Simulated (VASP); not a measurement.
A run of VASP 6.6.1 is set up as follows.

INCAR

```
  PREC = Accurate
  ENCUT = 600
  EDIFF = 1E-6
  ISMEAR = 0
  SIGMA = 0.05
  LREAL = F
  LASPH = T
  NELM = 200
  ALGO = Normal
  ISIF = 2
  LWAVE = F
  LCHARG = F
  ISPIN = 2
  MAGMOM = 3 -3 0 0
  LORBIT = 11
  LMAXMIX = 4
  LDAU = T
  LDAUTYPE = 2
  LDAUL = 2 -1
  LDAUU = 3.3 0
  LDAUJ = 0 0
  LDAUPRINT = 1
  GGA = PE
  NBANDS = 35
  GGA_COMPAT = F
```

File KPOINTS:

```
regular mesh
0
Gamma
  5 5 3
```

The input POSCAR:

```
CoO
1.0
    0.0000000000      2.1315000000     -2.1315000000
    0.0000000000      2.1315000000      2.1315000000
    4.2630000000      0.0000000000      0.0000000000
Co O
2 2
Direct
    0.0000000000      0.0000000000      0.0000000000
    0.5000000000      0.5000000000      0.5000000000
    0.0000000000      1.0000000000      0.5000000000
    0.5000000000      1.5000000000      1.0000000000
```

Potentials or basis: VASP PAW PBE potentials, release 64 (Co_sv, O).

The run is started by

```bash
$ cat potpaw_PBE.64/Co_sv/POTCAR potpaw_PBE.64/O/POTCAR > POTCAR
$ mpirun -np 1 vasp_std > vasp.out
```

What does it give for the pressure?

4.3 GPa.

Predict the band gap on the k mesh.

0.41 eV.

Stress tensor (GPa, compression positive):
```
13.20  0.00  0.00
 0.00 -0.17  0.00
 0.00  0.00 -0.17
```

Caveat: the k points lie up to 0.49 Å⁻¹ apart. The state reached can hang on the start; a lower one may exist.
